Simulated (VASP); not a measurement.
A run of VASP 6.6.1 is set up as follows.

File POSCAR:

```
B
1.0
    2.4494076568      1.4141661700      4.1711797249
   -2.4494076568      1.4141661700      4.1711797249
    0.0000000000     -2.8283323400      4.1711797249
B
12
Direct
    0.0098627989      0.6544334215      0.0098627989
    0.0098627989      0.0098627989      0.6544334215
    0.6544334215      0.0098627989      0.0098627989
    0.9901372011      0.3455665785      0.9901372011
    0.3455665785      0.9901372011      0.9901372011
    0.9901372011      0.9901372011      0.3455665785
    0.2204993257      0.6317587574      0.2204993257
    0.2204993257      0.2204993257      0.6317587574
    0.6317587574      0.2204993257      0.2204993257
    0.7795006743      0.3682412426      0.7795006743
    0.3682412426      0.7795006743      0.7795006743
    0.7795006743      0.7795006743      0.3682412426
```

The input INCAR.step1:

```
SYSTEM = B
PREC = Accurate
ENCUT = 520
ISMEAR = 0
SIGMA = 0.02
LREAL = .False.
LASPH = .True.
NELM = 100
NBANDS = 30
GGA = PE
ALGO = Normal
EDIFF = 1E-4
LWAVE = .True.
LCHARG = .False.
```

Contents of INCAR.step2:

```
SYSTEM = B
PREC = Accurate
ENCUT = 520
EDIFF = 1E-7
ISMEAR = 0
SIGMA = 0.02
LREAL = .False.
LASPH = .True.
NELM = 100
ALGO = Normal
ISIF = 2
LWAVE = .False.
LCHARG = .True.
METAGGA = R2SCAN
LMIXTAU = .True.
LELF = .True.
LVHAR = .True.
NBANDS = 30
ISTART = 1
```

File KPOINTS:

```
Automatic mesh
0
Gamma
  9 9 9
  0 0 0
```

Potentials or basis: VASP PAW PBE potentials, release 64 (B).

Command:

```bash
$ cat potpaw_PBE.64/B/POTCAR > POTCAR
$ cp INCAR.step1 INCAR
$ mpirun -np 1 vasp_std > vasp.out
$ cp INCAR.step2 INCAR
$ mpirun -np 1 vasp_std > vasp.out
```

**Question.** What does it give for the largest force?

**Answer.** 0.021 eV/Å.

**Question.** What does it give for the pressure?

**Answer.** 0.2 GPa.

Forces on the atoms (eV/Å):
```
B    0.014 -0.008 -0.013
B    0.000  0.016 -0.013
B   -0.014 -0.008 -0.013
B   -0.014  0.008  0.013
B    0.014  0.008  0.013
B    0.000 -0.016  0.013
B    0.017 -0.010  0.007
B    0.000  0.020  0.007
B   -0.017 -0.010  0.007
B   -0.017  0.010 -0.007
B    0.017  0.010 -0.007
B    0.000 -0.020 -0.007
```

Caveat: the PAW data sets were made with another functional, which shifts forces and pressure a little.
